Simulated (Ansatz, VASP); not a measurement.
**Ir in VASP and in Ansatz**

```
Ir
1.0
     0.00000    1.92209    1.92209
     1.92209    0.00000    1.92209
     1.92209    1.92209    0.00000
Ir
1
Direct
  0.00000 0.00000 0.00000
```

Alike in both runs: functional r2SCAN; k mesh 23 × 23 × 23; occupations fermi-dirac, width 0.05 eV; no spin polarisation.

Ansatz relaxed the structure, and its values are those at the end. VASP's run is a single point on that final structure, the one shown.

|  | VASP | Ansatz |
| --- | --- | --- |
| version | VASP 6.6.1 | Ansatz 0.2.0 |
| potentials or method | VASP PAW PBE potentials, release 64 (Ir) | PAW with Ansatz's default frozen-core files, scalar-relativistic |
| plane-wave cutoff (eV) | 520 | 500 |
| valence electrons in the cell | 9 | 17 |

VASP gave:

| Item | Value |
| --- | --- |
| pressure (GPa) | 2.5 |

Q: Estimate Ansatz's values.

A: Pressure (GPa): 0.0.

VASP's potentials were made for PBE, not for r2SCAN. VASP's potentials hold 9 valence electrons a cell and Ansatz's 17, so a difference there can come from the potentials and not from the codes.

Spin-orbit coupling is off throughout.
